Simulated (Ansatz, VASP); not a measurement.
**Ti in VASP and in Ansatz**

File INCAR:

```
PREC     = Accurate       # precision mode
ENCUT    = 520            # plane-wave cutoff, eV
EDIFF    = 1E-6           # SCF threshold, eV
ISMEAR   = -1             # smearing method
SIGMA    = 0.05           # smearing width, eV
LREAL    = F              # projectors in reciprocal space
LASPH    = T              # aspherical terms in the spheres
NELM     = 80             # most SCF steps
ALGO     = Normal         # electronic algorithm
ISIF     = 2              # what is computed and relaxed
LWAVE    = F              # write WAVECAR
LCHARG   = F              # write CHGCAR
GGA      = PE             # functional
NBANDS   = 12             # bands
```

File KPOINTS:

```
Automatic mesh
0
Gamma
  15 15 15
```

Contents of POSCAR:

```
Ti
1.0
    0.0000000000      2.0300000000      1.9691000000
    2.0300000000      0.0000000000      1.9691000000
    2.0300000000      2.0300000000      0.0000000000
Ti
1
Direct
    0.0000000000      0.0000000000      0.0000000000
```

Input for Ansatz:

```yaml
crystal:
  lattice:
    - [0.0, 2.03, 1.9691]
    - [2.03, 0.0, 1.9691]
    - [2.03, 2.03, 0.0]
  atoms:
    - { symbol: Ti, position: [0.0, 0.0, 0.0] }
kpoints:
  mp_grid: { grid: [15, 15, 15] }
  band_path:
    path:
      - [0.0, 0.0, 0.0]
      - [0.0, 0.5, 0.5]
      - [0.25, 0.75, 0.5]
      - [0.0, 0.5, 0.0]
      - [0.0, 0.0, 0.0]
      - [0.5, 0.5, 0.0]
      - [0.3828515251, 0.6171484749, 0.0]
      - [-0.3828515251, 0.3828515251, 0.0]
      - [0.0, 0.0, 0.0]
    npoints: 5
scf:
  occupations: { method: fermi_dirac, width: 0.05 }
hamiltonian:
  xc: pbe
  pseudopotentials: { kind: all_electron, lapw: { basis_error: 0.00025 } }
output:
  forces: true
  stress: true
  eigenvalues: true
```

Change from the starting cell: zz strain of -3 %.

Alike in both runs: task single point; functional PBE; k mesh 15 × 15 × 15; occupations fermi-dirac, width 0.05 eV; no spin polarisation.

|  | VASP | Ansatz |
| --- | --- | --- |
| version | VASP 6.6.1 | Ansatz 0.2.0 |
| potentials or method | VASP PAW PBE potentials, release 64 (Ti_sv), cutoff 520 eV | all-electron LAPW, scalar-relativistic |

|  | VASP | Ansatz | Ansatz less VASP |
| --- | --- | --- | --- |
| pressure (GPa) | 8.0 | 8.4 | +0.37 |
| traceless stress, the component that is largest in VASP (GPa) | 0.90 | 0.89 | -0.004 |

Ansatz ran all-electron here, and VASP with PAW potentials.
